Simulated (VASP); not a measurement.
# TlZnCl3 (Pm-3m) in VASP: a series of runs

Runs on TlZnCl3. Level: r2SCAN. Tasks: single point.

Program: VASP 6.6.1. These are calculated values, not measurements. Logs are shortened: lines on timing, memory, paths and dates and some standing lists are left out, and cuts for length are marked.

## Step 1: The cell of the first run

It takes space group Pm-3m (No. 221, cubic). The conventional cell has a = 4.807 Å, b = 4.807 Å, c = 4.807 Å, α = 90.00°, β = 90.00°, γ = 90.00°. Within 4.5 Å of Tl (site symmetry m-3m) lie 12 Cl at 3.40 Å and 8 Zn at 4.16 Å. Zn (site symmetry m-3m) has 6 Cl at 2.40 Å within 3.2 Å. Cl (site symmetry 4/mmm) has 2 Zn at 2.40 Å within 3.2 Å.

## Step 2: Single point, r2SCAN (22.21 Å³/atom)

Input file POSCAR:

```
TlZnCl3
1.0
    4.8068345412      0.0000000000      0.0000000000
    0.0000000000      4.8068345412      0.0000000000
    0.0000000000      0.0000000000      4.8068345412
Tl Zn Cl
1 1 3
Direct
    0.0000000000      0.0000000000      0.0000000000
    0.5000000000      0.5000000000      0.5000000000
    0.5000000000      0.5000000000      0.0000000000
    0.5000000000      0.0000000000      0.5000000000
    0.0000000000      0.5000000000      0.5000000000
```

Input file INCAR.step1:

```
PREC     = Accurate       # precision mode
ENCUT    = 520            # plane-wave cutoff, eV
ISMEAR   = 0              # smearing method
SIGMA    = 0.01           # smearing width, eV
LREAL    = F              # projectors in reciprocal space
LASPH    = T              # aspherical terms in the spheres
NELM     = 80             # most SCF steps
NBANDS   = 31             # bands
GGA      = PE             # functional
ALGO     = Normal         # electronic algorithm
EDIFF    = 1E-4           # SCF threshold, eV
LWAVE    = T              # write WAVECAR
LCHARG   = F              # write CHGCAR
```

Input file INCAR.step2:

```
PREC     = Accurate       # precision mode
ENCUT    = 520            # plane-wave cutoff, eV
EDIFF    = 1E-7           # SCF threshold, eV
ISMEAR   = 0              # smearing method
SIGMA    = 0.01           # smearing width, eV
LREAL    = F              # projectors in reciprocal space
LASPH    = T              # aspherical terms in the spheres
NELM     = 80             # most SCF steps
ALGO     = Normal         # electronic algorithm
ISIF     = 2              # what is computed and relaxed
LWAVE    = F              # write WAVECAR
LCHARG   = T              # write CHGCAR
METAGGA  = R2SCAN         # meta-GGA
LMIXTAU  = T            
LELF     = T              # ELF
LVHAR    = T            
NBANDS   = 31             # bands
ISTART   = 1
```

Input file KPOINTS:

```
regular mesh
0
Gamma
  4 4 4
```

Potentials or basis: VASP PAW PBE potentials, release 64 (Tl_d, Zn, Cl).

Started as:

```
cat potpaw_PBE.64/Tl_d/POTCAR potpaw_PBE.64/Zn/POTCAR potpaw_PBE.64/Cl/POTCAR > POTCAR
cp INCAR.step1 INCAR
mpirun -np 1 vasp_std > vasp.out
cp INCAR.step2 INCAR
mpirun -np 1 vasp_std > vasp.out
```

OUTCAR:

```text
PREC = Accurate
   ENCUT = 520
   EDIFF = 1E-7
   ISMEAR = 0
   LREAL = F
   LASPH = T
   NELM = 80
   ISIF = 2
   METAGGA = R2SCAN
   ISTART = 1

 ion  position               nearest neighbor table
   1  0.000  0.000  0.000-   3 3.40   4 3.40   5 3.40   4 3.40   5 3.40   3 3.40   5 3.40   5 3.40
                             3 3.40   4 3.40   4 3.40   3 3.40
   2  0.500  0.500  0.500-   3 2.40   4 2.40   5 2.40   3 2.40   4 2.40   5 2.40
   3  0.500  0.500  0.000-   2 2.40   2 2.40   1 3.40   1 3.40   1 3.40   1 3.40
   4  0.500  0.000  0.500-   2 2.40   2 2.40   1 3.40   1 3.40   1 3.40   1 3.40
   5  0.000  0.500  0.500-   2 2.40   2 2.40   1 3.40   1 3.40   1 3.40   1 3.40

  LATTYP: Found a simple cubic cell.
 ALAT       =     4.8068345412

  Lattice vectors:

 A1 = (   4.8068345412,   0.0000000000,   0.0000000000)
 A2 = (   0.0000000000,   4.8068345412,   0.0000000000)
 A3 = (   0.0000000000,   0.0000000000,   4.8068345412)

Analysis of symmetry for initial positions (statically):
=====================================================================
 Subroutine PRICEL returns:
 Original cell was already a primitive cell.

 Routine SETGRP: Setting up the symmetry group for a
 simple cubic supercell.

 Subroutine GETGRP returns: Found 48 space group operations
 (whereof 48 operations were pure point group operations)
 out of a pool of 48 trial point group operations.

The static configuration has the point symmetry O_h .

Analysis of symmetry for dynamics (positions and initial velocities):
=====================================================================
 Subroutine PRICEL returns:
 Original cell was already a primitive cell.

 Routine SETGRP: Setting up the symmetry group for a
 simple cubic supercell.

 Subroutine GETGRP returns: Found 48 space group operations
 (whereof 48 operations were pure point group operations)
 out of a pool of 48 trial point group operations.

The dynamic configuration has the point symmetry O_h .

 Subroutine INISYM returns: Found 48 space group operations
 (whereof 48 operations are pure point group operations),
 and found     1 'primitive' translations

----------------------------------------------------------------------------------------

                                     Primitive cell

  volume of cell :     111.0651

  direct lattice vectors                    reciprocal lattice vectors
     4.806834541  0.000000000  0.000000000     0.208037117  0.000000000  0.000000000
     0.000000000  4.806834541  0.000000000     0.000000000  0.208037117  0.000000000
     0.000000000  0.000000000  4.806834541     0.000000000  0.000000000  0.208037117

  length of vectors
     4.806834541  4.806834541  4.806834541     0.208037117  0.208037117  0.208037117

  position of ions in fractional coordinates (direct lattice)
     0.000000000  0.000000000  0.000000000
     0.500000000  0.500000000  0.500000000
     0.500000000  0.500000000  0.000000000
     0.500000000  0.000000000  0.500000000
     0.000000000  0.500000000  0.500000000

  ion indices of the primitive-cell ions
   primitive index   ion index
                 1           1
                 2           2
                 3           3
                 4           4
                 5           5

----------------------------------------------------------------------------------------

 KPOINTS: regular mesh

Automatic generation of k-mesh.
 Grid dimensions read from file:
 generate k-points for:    4    4    4

 Generating k-lattice:

  Cartesian coordinates                     Fractional coordinates (reciprocal lattice)
     0.052009279  0.000000000  0.000000000     0.250000000  0.000000000  0.000000000
     0.000000000  0.052009279  0.000000000     0.000000000  0.250000000  0.000000000
     0.000000000  0.000000000  0.052009279     0.000000000  0.000000000  0.250000000

  Length of vectors
     0.052009279  0.052009279  0.052009279

  Shift w.r.t. Gamma in fractional coordinates (k-lattice)
     0.000000000  0.000000000  0.000000000

 Subroutine IBZKPT returns following result:
 ===========================================

 Found     10 irreducible k-points:

 Following reciprocal coordinates:
            Coordinates               Weight
  0.000000  0.000000  0.000000      1.000000
  0.250000  0.000000  0.000000      6.000000
  0.500000  0.000000  0.000000      3.000000
  0.250000  0.250000  0.000000     12.000000
  0.500000  0.250000  0.000000     12.000000
  0.500000  0.500000  0.000000      3.000000
  0.250000  0.250000  0.250000      8.000000
  0.500000  0.250000  0.250000     12.000000
  0.500000  0.500000  0.250000      6.000000
  0.500000  0.500000  0.500000      1.000000
   k-points           NKPTS =     10   k-points in BZ     NKDIM =     10   number of bands    NBANDS=     31
   number of dos      NEDOS =    301   number of ions     NIONS =      5
   total plane-waves  NPLWV =  46656
   dimension x,y,z NGX =    36 NGY =   36 NGZ =   36
   dimension x,y,z NGXF=    72 NGYF=   72 NGZF=   72
   ions per type =               1   1   3
   NGX,Y,Z   is equivalent  to a cutoff of  12.45, 12.45, 12.45 a.u.
   NGXF,Y,Z  is equivalent  to a cutoff of  24.90, 24.90, 24.90 a.u.
 SYSTEM =  unknown system
   PREC   = accura    normal or accurate (medium, high low for compatibility)
   ISTART =      1    job   : 0-new  1-cont  2-samecut
   ICHARG =      0    charge: 1-file 2-atom 10-const
   ISPIN  =      1    spin polarized calculation?
   LNONCOLLINEAR =      F non collinear calculations
   LSORBIT =      F    spin-orbit coupling
   LASPH  =      T    aspherical Exc in radial PAW
   ENCUT  =  520.0 eV  38.22 Ry    6.18 a.u.   8.94  8.94  8.94*2*pi/ulx,y,z
   NELM   =     80;   NELMIN=  2; NELMDL=  0     # of ELM steps
   EDIFF  = 0.1E-06   stopping-criterion for ELM
   LREAL  =      F    real-space projection
   EDIFFG = 0.1E-05   stopping-criterion for IOM
   NSW    =      0    number of steps for IOM
   IBRION =     -1    ionic relax: 0-MD 1-quasi-New 2-CG
   NFREE  =      0    steps in history (QN), initial steepest desc. (CG)
   ISIF   =      2    stress and relaxation
   ISYM   =      2    0-nonsym 1-usesym 2-fastsym
   POTIM  = 0.5000    time-step for ionic-motion
   TEBEG  =    0.0;   TEEND  =   0.0 temperature during run
   PSTRESS=    0.0 pullay stress
   NELECT =      46.0000    total number of electrons
   NUPDOWN=      -1.0000    fix difference up-down
   EMIN   =  10.00;   EMAX   =-10.00  energy-range for DOS
   EFERMI =   0.00;   METHOD = LEGACY
   ISMEAR =     0;   SIGMA  =   0.01  broadening in eV -4-tet -1-fermi 0-gaus
   EFERMI_NEDOS =   21; number of points for ismear=-14 and -15
   IALGO  =     38    algorithm
   IMIX   =      4    mixing-type and parameters
     AMIX     =   0.40;   BMIX     =  1.00
     AMIX_MAG =   1.60;   BMIX_MAG =  1.00
  volume/ion in A,a.u.               =      22.21       149.90
  Fermi-wavevector in a.u.,A,eV,Ry     =   1.220305  2.306041 20.261027  1.489143
  Thomas-Fermi vector in A             =   2.355527
   LORBIT       =      0    0 simple, 1 ext, 2 COOP (PROOUT), +10 PAW based schemes
   METAGGA = R2SCAN    functional components
   LHFCALC =     F    Hartree Fock is set to
   AEXX    =    0.0000 exact exchange contribution
   IVDW    =     0    specifies the selected vdW correction
   LEPSILON=     F    determine dielectric tensor
   LRPA    =     F    only Hartree local field effects (RPA)
 non-spin polarized calculation
 Gauss-broadening in eV      SIGMA  =   0.01
  energy-cutoff  :      520.00
  volume of cell :      111.07
 maximum number of plane-waves:      3016
 NGX is ok and might be reduce to    36
   NGX = 17   NGY = 17   NGZ = 17

 number of electron      46.0000044 magnetization

 Free energy of the ion-electron system (eV)
  ---------------------------------------------------
  ext. energy  EPLUGINS =         0.00000000
  ---------------------------------------------------
  free energy    TOTEN  =       -86.41368561 eV

  energy without entropy =      -86.41368561  energy(sigma->0) =      -86.41368561

 E-fermi :   1.6559     XC(G=0): -10.1206

 val. band max:        1.5715672276   @ k =   0.5000   0.0000   0.0000
 cond. band min:       4.0019455095   @ k =   0.0000   0.0000   0.0000
 fundamental gap:      2.4303782819
 Fermi energy:         1.6559210055

 k-point     1 :       0.0000    0.0000    0.0000
  band No.  band energies     occupation
      1     -13.4523      2.00000
      2     -12.2381      2.00000
      3     -12.2381      2.00000
      4      -7.4941      2.00000
      5      -7.4941      2.00000
      6      -7.4915      2.00000
[... 23 lines left out ...]
     30      11.0920      0.00000
     31      11.0920      0.00000

 k-point     2 :       0.2500    0.0000    0.0000
  band No.  band energies     occupation
      1     -13.3003      2.00000
      2     -12.3692      2.00000
      3     -12.2280      2.00000
      4      -7.5113      2.00000
      5      -7.5046      2.00000
      6      -7.5046      2.00000
[... 23 lines left out ...]
     30      11.7351      0.00000
     31      12.2449      0.00000

 k-point     3 :       0.5000    0.0000    0.0000
  band No.  band energies     occupation
      1     -13.0683      2.00000
      2     -12.5818      2.00000
      3     -12.2179      2.00000
      4      -7.5285      2.00000
      5      -7.5176      2.00000
      6      -7.5176      2.00000
[... 23 lines left out ...]
     30      12.4478      0.00000
     31      13.5438      0.00000

 k-point     4 :       0.2500    0.2500    0.0000
  band No.  band energies     occupation
      1     -13.1568      2.00000
      2     -12.3957      2.00000
      3     -12.3033      2.00000
      4      -7.5163      2.00000
      5      -7.5041      2.00000
      6      -7.5028      2.00000
[... 159 lines left out ...]
     30      11.9934      0.00000
     31      12.9734      0.00000

 k-point     9 :       0.5000    0.5000    0.2500
  band No.  band energies     occupation
      1     -12.6051      2.00000
      2     -12.5388      2.00000
      3     -12.5388      2.00000
      4      -7.4943      2.00000
      5      -7.4889      2.00000
      6      -7.4889      2.00000
[... 23 lines left out ...]
     30      11.6883      0.00000
     31      13.9186      0.00000

 k-point    10 :       0.5000    0.5000    0.5000
  band No.  band energies     occupation
      1     -12.5336      2.00000
      2     -12.5336      2.00000
      3     -12.5336      2.00000
      4      -7.4749      2.00000
      5      -7.4749      2.00000
      6      -7.4624      2.00000
[... 23 lines left out ...]
     30      11.7755      0.00000
     31      13.6546      0.00000

------------------------ aborting loop because EDIFF is reached ----------------------------------------

  FORCE on cell =-STRESS in cart. coord.  units (eV):
  Direction    XX          YY          ZZ          XY          YZ          ZX
  --------------------------------------------------------------------------------------
  -------------------------------------------------------------------------------------
  Total        2.2601500      2.2601500      2.2601500      0.0000000      0.0000000     -0.0000000
  in kB       32.6039578     32.6039578     32.6039578      0.0000000      0.0000000     -0.0000000
  external PRESSURE =      32.6039578 kB  Pullay stress =       0.0000000 kB

 VOLUME and BASIS-vectors are now :
 -----------------------------------------------------------------------------
  energy-cutoff  :      520.00
  volume of cell :      111.07
      direct lattice vectors                 reciprocal lattice vectors
     4.806834541  0.000000000  0.000000000     0.208037117  0.000000000  0.000000000
     0.000000000  4.806834541  0.000000000     0.000000000  0.208037117  0.000000000
     0.000000000  0.000000000  4.806834541     0.000000000  0.000000000  0.208037117

 POSITION                                       TOTAL-FORCE (eV/Angst)
 -----------------------------------------------------------------------------------
      0.00000      0.00000      0.00000         0.000000      0.000000      0.000000
      2.40342      2.40342      2.40342         0.000000      0.000000      0.000000
      2.40342      2.40342      0.00000         0.000000      0.000000      0.000000
      2.40342      0.00000      2.40342         0.000000      0.000000      0.000000
      0.00000      2.40342      2.40342         0.000000      0.000000      0.000000
 -----------------------------------------------------------------------------------
    total drift:                                0.000000      0.000000      0.000000

  FREE ENERGIE OF THE ION-ELECTRON SYSTEM (eV)
  ---------------------------------------------------
  free  energy   TOTEN  =       -86.4136856140 eV

  energy  without entropy=      -86.4136856140  energy(sigma->0) =      -86.41368561
```

Run time: 50 s. Hardware: 1 thread of Intel Xeon 6975P-C (Granite Rapids), shared host; peak memory 0.23 GiB.

Results:

* Free energy: -86.4137 eV
* Pressure: 3.3 GPa
* Band gap on the k mesh: 2.43 eV (least direct gap 3.27 eV)

Caveat: the cell stands under pressure; the PAW data sets were made with another functional, which shifts forces and pressure a little; spin-orbit coupling is left out, which moves the levels of the heavy elements.

(Part 1 of 2 ends here.)
